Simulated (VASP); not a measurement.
# In (Im-3m) in VASP: a series of runs

In is run at these levels: PBE; tasks: single point.

All numbers are computed with VASP 6.6.1; they aren't measurements. Logs are shortened: lines on timing, memory, paths and dates and some standing lists are left out, and cuts for length are marked.

## 1. The cell of the first run

Symmetry: Im-3m, No. 229, cubic system. The conventional cell has a = 3.218 Å, b = 3.218 Å, c = 3.218 Å, α = 90.00°, β = 90.00°, γ = 90.00°. In (site symmetry m-3m) has 14 In at 2.79 to 3.22 Å within 3.7 Å.

## 2. Single point, PBE (volume scaled by 0.6, to set the pressure)

Input file INCAR:

```
SYSTEM = In
  PREC = Accurate
  ENCUT = 520
  EDIFF = 1E-6
  ISMEAR = -1
  SIGMA = 0.05
  LREAL = .FALSE.
  LASPH = .TRUE.
  NELM = 80
  ALGO = Normal
  ISIF = 2
  LWAVE = .FALSE.
  LCHARG = .FALSE.
  GGA = PE
  NBANDS = 12
```

Input file KPOINTS:

```
regular mesh
0
G
  17 17 17
  0 0 0
```

Input file POSCAR:

```
In
1.0
   -1.6091583776      1.6091583776      1.6091583776
    1.6091583776     -1.6091583776      1.6091583776
    1.6091583776      1.6091583776     -1.6091583776
In
1
Direct
    0.0000000000      0.0000000000      0.0000000000
```

Potentials or basis: VASP PAW PBE potentials, release 64 (In_d).

Run with:

```sh
> cat potpaw_PBE.64/In_d/POTCAR > POTCAR
> mpirun -np 1 vasp_std > vasp.out
```

OUTCAR:

```text
SYSTEM = In
   PREC = Accurate
   ENCUT = 520
   EDIFF = 1E-6
   ISMEAR = -1
   LREAL = .FALSE.
   LASPH = .TRUE.
   NELM = 80
   ISIF = 2
   GGA = PE

 ion  position               nearest neighbor table
   1  0.000  0.000  0.000-

  LATTYP: Found a body centered cubic cell.
 ALAT       =     3.2183167552

  Lattice vectors:

 A1 = (  -1.6091583776,   1.6091583776,   1.6091583776)
 A2 = (   1.6091583776,  -1.6091583776,   1.6091583776)
 A3 = (   1.6091583776,   1.6091583776,  -1.6091583776)

Analysis of symmetry for initial positions (statically):
=====================================================================
 Subroutine PRICEL returns:
 Original cell was already a primitive cell.

 Routine SETGRP: Setting up the symmetry group for a
 body centered cubic supercell.

 Subroutine GETGRP returns: Found 48 space group operations
 (whereof 48 operations were pure point group operations)
 out of a pool of 48 trial point group operations.

The static configuration has the point symmetry O_h .

Analysis of symmetry for dynamics (positions and initial velocities):
=====================================================================
 Subroutine PRICEL returns:
 Original cell was already a primitive cell.

 Routine SETGRP: Setting up the symmetry group for a
 body centered cubic supercell.

 Subroutine GETGRP returns: Found 48 space group operations
 (whereof 48 operations were pure point group operations)
 out of a pool of 48 trial point group operations.

The dynamic configuration has the point symmetry O_h .

 Subroutine INISYM returns: Found 48 space group operations
 (whereof 48 operations are pure point group operations),
 and found     1 'primitive' translations

----------------------------------------------------------------------------------------

                                     Primitive cell

  volume of cell :      16.6670

  direct lattice vectors                    reciprocal lattice vectors
    -1.609158378  1.609158378  1.609158378     0.000000000  0.310721435  0.310721435
     1.609158378 -1.609158378  1.609158378     0.310721435  0.000000000  0.310721435
     1.609158378  1.609158378 -1.609158378     0.310721435  0.310721435  0.000000000

  length of vectors
     2.787144067  2.787144067  2.787144067     0.439426467  0.439426467  0.439426467

  position of ions in fractional coordinates (direct lattice)
     0.000000000  0.000000000  0.000000000

  ion indices of the primitive-cell ions
   primitive index   ion index
                 1           1

----------------------------------------------------------------------------------------

 KPOINTS: regular mesh

Automatic generation of k-mesh.
 Grid dimensions read from file:
 generate k-points for:   17   17   17

 Generating k-lattice:

  Cartesian coordinates                     Fractional coordinates (reciprocal lattice)
     0.000000000  0.018277731  0.018277731     0.058823529  0.000000000  0.000000000
     0.018277731  0.000000000  0.018277731     0.000000000  0.058823529  0.000000000
     0.018277731  0.018277731  0.000000000     0.000000000  0.000000000  0.058823529

  Length of vectors
     0.025848616  0.025848616  0.025848616

  Shift w.r.t. Gamma in fractional coordinates (k-lattice)
     0.000000000  0.000000000  0.000000000

 Subroutine IBZKPT returns following result:
 ===========================================

 Found    165 irreducible k-points:

 Following reciprocal coordinates:
            Coordinates               Weight
  0.000000  0.000000  0.000000      1.000000
  0.058824  0.000000  0.000000     12.000000
  0.117647  0.000000  0.000000     12.000000
  0.176471  0.000000  0.000000     12.000000
  0.235294  0.000000  0.000000     12.000000
  0.294118  0.000000  0.000000     12.000000
[... 16 lines left out ...]
  0.411765  0.117647  0.000000     48.000000
  0.176471  0.176471  0.000000     24.000000
 [... further k-points ...]
   k-points           NKPTS =    165   k-points in BZ     NKDIM =    165   number of bands    NBANDS=     12
   number of dos      NEDOS =    301   number of ions     NIONS =      1
   total plane-waves  NPLWV =  13824
   dimension x,y,z NGX =    24 NGY =   24 NGZ =   24
   dimension x,y,z NGXF=    48 NGYF=   48 NGZF=   48
   ions per type =               1
   NGX,Y,Z   is equivalent  to a cutoff of  14.32, 14.32, 14.32 a.u.
   NGXF,Y,Z  is equivalent  to a cutoff of  28.63, 28.63, 28.63 a.u.
 SYSTEM =  In
   PREC   = accura    normal or accurate (medium, high low for compatibility)
   ISTART =      0    job   : 0-new  1-cont  2-samecut
   ICHARG =      2    charge: 1-file 2-atom 10-const
   ISPIN  =      1    spin polarized calculation?
   LNONCOLLINEAR =      F non collinear calculations
   LSORBIT =      F    spin-orbit coupling
   LASPH  =      T    aspherical Exc in radial PAW
   ENCUT  =  520.0 eV  38.22 Ry    6.18 a.u.   5.18  5.18  5.18*2*pi/ulx,y,z
   NELM   =     80;   NELMIN=  2; NELMDL= -5     # of ELM steps
   EDIFF  = 0.1E-05   stopping-criterion for ELM
   LREAL  =      F    real-space projection
   EDIFFG = 0.1E-04   stopping-criterion for IOM
   NSW    =      0    number of steps for IOM
   IBRION =     -1    ionic relax: 0-MD 1-quasi-New 2-CG
   NFREE  =      0    steps in history (QN), initial steepest desc. (CG)
   ISIF   =      2    stress and relaxation
   ISYM   =      2    0-nonsym 1-usesym 2-fastsym
   POTIM  = 0.5000    time-step for ionic-motion
   TEBEG  =    0.0;   TEEND  =   0.0 temperature during run
   PSTRESS=    0.0 pullay stress
   NELECT =      13.0000    total number of electrons
   NUPDOWN=      -1.0000    fix difference up-down
   EMIN   =  10.00;   EMAX   =-10.00  energy-range for DOS
   EFERMI =   0.00;   METHOD = LEGACY
   ISMEAR =    -1;   SIGMA  =   0.05  broadening in eV -4-tet -1-fermi 0-gaus
   EFERMI_NEDOS =   21; number of points for ismear=-14 and -15
   IALGO  =     38    algorithm
   IMIX   =      4    mixing-type and parameters
     AMIX     =   0.40;   BMIX     =  1.00
     AMIX_MAG =   1.60;   BMIX_MAG =  1.00
  volume/ion in A,a.u.               =      16.67       112.47
  Fermi-wavevector in a.u.,A,eV,Ry     =   1.506967  2.847755 30.898156  2.270950
  Thomas-Fermi vector in A             =   2.617615
   LORBIT       =      0    0 simple, 1 ext, 2 COOP (PROOUT), +10 PAW based schemes
   GGA     = PE    functional components
   LHFCALC =     F    Hartree Fock is set to
   AEXX    =    0.0000 exact exchange contribution
   IVDW    =     0    specifies the selected vdW correction
   LEPSILON=     F    determine dielectric tensor
   LRPA    =     F    only Hartree local field effects (RPA)
 non-spin polarized calculation
  energy-cutoff  :      520.00
  volume of cell :       16.67
 maximum number of plane-waves:       466
 NGX is ok and might be reduce to    24
   NGX = 11   NGY = 11   NGZ = 11

 number of electron      12.9999996 magnetization

 Free energy of the ion-electron system (eV)
  ---------------------------------------------------
  ext. energy  EPLUGINS =         0.00000000
  ---------------------------------------------------
  free energy    TOTEN  =        -1.17488932 eV

  energy without entropy =       -1.17123419  energy(sigma->0) =       -1.17306176

 E-fermi :  14.2849     XC(G=0): -12.5945

 val. band max:       14.2523503348   @ k =  -0.2941  -0.4706   0.0588
 cond. band min:      14.2991821059   @ k =  -0.3529  -0.4706   0.1765
 fundamental gap:      0.0468317711
 Fermi energy:        14.2849449085

 k-point     1 :       0.0000    0.0000    0.0000
  band No.  band energies     occupation
      1      -1.6982      2.00000
      2      -1.6982      2.00000
      3      -1.6982      2.00000
      4      -0.8926      2.00000
      5      -0.8926      2.00000
      6       0.6120      2.00000
      7      28.0173      0.00000
      8      28.0173      0.00000
      9      28.0173      0.00000
     10      31.3210      0.00000
     11      31.3210      0.00000
     12      31.3210      0.00000

 k-point     2 :       0.0588    0.0000    0.0000
  band No.  band energies     occupation
      1      -1.7116      2.00000
      2      -1.6916      2.00000
      3      -1.6575      2.00000
      4      -0.9071      2.00000
      5      -0.8923      2.00000
      6       0.7262      2.00000
      7      27.3891      0.00000
      8      27.9065      0.00000
      9      27.9737      0.00000
     10      30.2395      0.00000
     11      30.4795      0.00000
     12      30.6147      0.00000

 k-point     3 :       0.1176    0.0000    0.0000
  band No.  band energies     occupation
      1      -1.7498      2.00000
      2      -1.6821      2.00000
      3      -1.5393      2.00000
      4      -0.9458      2.00000
      5      -0.8911      2.00000
      6       1.0774      2.00000
      7      25.4403      0.00000
      8      27.3158      0.00000
      9      27.8602      0.00000
     10      28.9447      0.00000
     11      29.3118      0.00000
     12      30.1715      0.00000
[... 286 lines left out ...]
 k-point    23 :       0.4118    0.1176    0.0000
  band No.  band energies     occupation
      1      -2.0576      2.00000
      2      -1.9571      2.00000
      3      -0.9482      2.00000
      4      -0.9275      2.00000
      5      -0.4892      2.00000
      6       8.5696      2.00000
      7      11.0232      2.00000
      8      19.6998      0.00000
      9      22.5039      0.00000
     10      28.1339      0.00000
     11      31.1936      0.00000
     12      33.3439      0.00000

 k-point    24 :       0.1765    0.1765    0.0000
  band No.  band energies     occupation
      1      -1.9055      2.00000
      2      -1.7154      2.00000
      3      -1.0631      2.00000
      4      -1.0504      2.00000
      5      -0.8496      2.00000
      6       3.9263      2.00000
      7      19.2541      0.00000
      8      19.6906      0.00000
      9      24.1598      0.00000
     10      28.5802      0.00000
     11      30.7913      0.00000
     12      33.1064      0.00000

 [... further k-points ...]
[... 5 lines left out ...]
  --------------------------------------------------------------------------------------
  -------------------------------------------------------------------------------------
  Total        6.9086839      6.9086839      6.9086839     -0.0000000      0.0000000     -0.0000000
  in kB      664.1245642    664.1245642    664.1245642     -0.0000000      0.0000000     -0.0000000
  external PRESSURE =     664.1245642 kB  Pullay stress =       0.0000000 kB

 VOLUME and BASIS-vectors are now :
 -----------------------------------------------------------------------------
  energy-cutoff  :      520.00
  volume of cell :       16.67
      direct lattice vectors                 reciprocal lattice vectors
    -1.609158378  1.609158378  1.609158378     0.000000000  0.310721435  0.310721435
     1.609158378 -1.609158378  1.609158378     0.310721435  0.000000000  0.310721435
     1.609158378  1.609158378 -1.609158378     0.310721435  0.310721435  0.000000000

 POSITION                                       TOTAL-FORCE (eV/Angst)
 -----------------------------------------------------------------------------------
      0.00000      0.00000      0.00000        -0.000000     -0.000000      0.000000
 -----------------------------------------------------------------------------------
    total drift:                                0.000000      0.000000     -0.000000

  FREE ENERGIE OF THE ION-ELECTRON SYSTEM (eV)
  ---------------------------------------------------
  free  energy   TOTEN  =        -1.1748893221 eV

  energy  without entropy=       -1.1712341933  energy(sigma->0) =       -1.17306176
```

Run time: 16 s. Hardware: 1 thread of Intel Xeon 6975P-C, shared host; peak memory 0.16 GiB.

What came out:

```yaml
Free_energy: -1.1749 eV
Pressure: 66.4 GPa
```

Caveat: the cell differs from its parent crystal (volume scaled by 0.6, to set the pressure); spin-orbit coupling is left out, which moves the levels of the heavy elements.

(Part 1 of 3 ends here.)
